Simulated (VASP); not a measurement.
MgO, 24 atoms in the cell. The cell holds a slab with vacuum, 24 atoms: a = 5.894 Å, b = 5.894 Å, c = 19.015 Å, α = 90.00°, β = 90.00°, γ = 60.00°. 

```yaml
Program: VASP 6.6.1
Task: single point
Functional: PBEsol
Potentials_or_basis: VASP PAW PBE potentials, release 64 (Mg, O)
Cutoff: 520 eV
k_mesh: 2 × 2 × 1
Occupations: fermi-dirac, width 0.05 eV
Spin: no spin polarisation
Dipole_correction: no
Further_INCAR_settings: ALGO = Normal; EDIFF = 1e-06; NBANDS = 66; NELMDL = -8
```

Potentials or basis: VASP PAW PBE potentials, release 64 (Mg, O).

Launch:

```bash
$ cat potpaw_PBE.64/Mg/POTCAR potpaw_PBE.64/O/POTCAR > POTCAR
$ mpirun -np 1 vasp_std > vasp.out
```

Hardware: 1 thread of AMD EPYC 9R45 (Zen 5) (shared host).

Problem. How long does it take, and how much memory?

Solution. Wall time 8.8 min on 1 thread of AMD EPYC 9R45 (Zen 5), with other jobs on the host, peak memory 0.66 GiB. Counts: scf iterations 39, k points 4.
